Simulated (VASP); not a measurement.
Input of a VASP 6.6.1 run:

Contents of INCAR:

```
SYSTEM = Ti3Se
PREC     = Accurate       ! precision mode
ENCUT    = 520            ! plane-wave cutoff, eV
EDIFF    = 1E-7           ! SCF threshold, eV
ISMEAR   = 0              ! smearing method
SIGMA    = 0.1            ! smearing width, eV
LREAL    = .FALSE.        ! projectors in reciprocal space
LASPH    = .TRUE.         ! aspherical terms in the spheres
NELM     = 100            ! most SCF steps
ALGO     = Normal         ! electronic algorithm
ISIF     = 2              ! what is computed and relaxed
LWAVE    = .FALSE.        ! write WAVECAR
LCHARG   = .FALSE.        ! write CHGCAR
GGA      = PE             ! functional
NBANDS   = 29             ! bands
```

File KPOINTS:

```
Automatic mesh
0
G
  12 12 12
  0 0 0
```

POSCAR

```
Ti3Se
1.0
    0.0000000000      3.1739658692      3.1739658692
    3.1739658692      0.0000000000      3.1739658692
    3.1739658692      3.1739658692      0.0000000000
Ti Se
3 1
Direct
    0.2500000000      0.2500000000      0.2500000000
    0.7500000000      0.7500000000      0.7500000000
    0.5000000000      0.5000000000      0.5000000000
    0.0000000000      0.0000000000      0.0000000000
```

Potentials or basis: VASP PAW PBE potentials, release 64 (Ti_sv, Se).

Launch:

```sh
$ cat potpaw_PBE.64/Ti_sv/POTCAR potpaw_PBE.64/Se/POTCAR > POTCAR
$ mpirun -np 1 vasp_std > vasp.out
```

Estimate the band gap on the k mesh.

zero (band 21 reaches 9.71 eV, above the bottom of band 22 at 9.23 eV).

Estimate the pressure.

0.0 GPa.
